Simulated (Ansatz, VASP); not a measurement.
## Two plane-wave programs on Ni5Pt

```
Ni Pt
1.0
     2.50062    0.00000    0.00000
     0.00000    3.53642    0.00000
     0.00000    0.00000    7.50187
Ni Pt
5 1
Cartesian
  0.0000 0.0000 2.5006
  1.2503 1.7682 3.7509
  0.0000 0.0000 5.0012
  1.2503 1.7682 6.2516
  1.2503 1.7682 1.2503
  0.0000 0.0000 0.0000
```

Alike in both runs: task single point; functional PBE; k mesh 6 × 6 × 2; occupations gaussian, width 0.1 eV; collinear spin.

|  | VASP | Ansatz |
| --- | --- | --- |
| version | VASP 6.6.1 | Ansatz 0.2.0 |
| potentials or method | VASP PAW PBE potentials, release 64 (Ni, Pt), cutoff 520 eV | scalar-relativistic, plane waves, PAW |
| valence electrons in the cell | 60 | 108 |

|  | VASP | Ansatz | Ansatz less VASP |
| --- | --- | --- | --- |
| gap on the k mesh at the Fermi level (eV) | none | none | - |
| pressure (GPa) | 18.2 | 18.5 | +0.34 |
| traceless stress, the component that is largest in VASP (GPa) | 5.15 | 5.16 | +0.010 |
| rms of the force components (eV/Å) | 0.513 | 0.523 | +0.0093 |
| net moment per atom (μB) | 0.58 | 0.59 | +0.009 |
| size of the moment on the site where the two differ most (μB) | 0.65 | 0.69 | +0.038 |

Site moments also hang on the region over which each program counts them. Atom by atom the forces differ by 0.009 eV/Å (rms over components). A gap of «none» marks a metal or a gap that the smearing closes. VASP's potentials hold 60 valence electrons a cell and Ansatz's 108, so a difference there can come from the potentials and not from the codes.

The k mesh is coarse, so the values compare programs but aren't converged. Neither program's run includes spin-orbit coupling.
